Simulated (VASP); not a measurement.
A run of VASP 6.6.1 is set up as follows.

The input INCAR:

```
PREC     = Accurate       # precision mode
ENCUT    = 520            # plane-wave cutoff, eV
EDIFF    = 1E-6           # SCF threshold, eV
ISMEAR   = 0              # smearing method
SIGMA    = 0.02           # smearing width, eV
LREAL    = F              # projectors in reciprocal space
LASPH    = T              # aspherical terms in the spheres
NELM     = 60             # most SCF steps
ALGO     = Normal         # electronic algorithm
ISIF     = 2              # what is computed and relaxed
LWAVE    = F              # write WAVECAR
LCHARG   = F              # write CHGCAR
GGA      = PE             # functional
NBANDS   = 12             # bands
```

File KPOINTS:

```
Automatic mesh
0
Gamma
  10 10 10
```

File POSCAR:

```
LiF
1.0
    0.0000000000      2.0129917836      2.0129917836
    2.0129917836      0.0000000000      2.0129917836
    2.0129917836      2.0129917836      0.0000000000
Li F
1 1
Direct
    0.0000000000      0.0000000000      0.0000000000
    0.5000000000      0.5000000000      0.5000000000
```

Potentials or basis: VASP PAW PBE potentials, release 64 (Li_sv, F).

Run with:

```console
$ cat potpaw_PBE.64/Li_sv/POTCAR potpaw_PBE.64/F/POTCAR > POTCAR
$ mpirun -np 1 vasp_std > vasp.out
```

Predict the band gap on the k mesh.

9.10 eV, direct.

 A k mesh can miss the band edges.
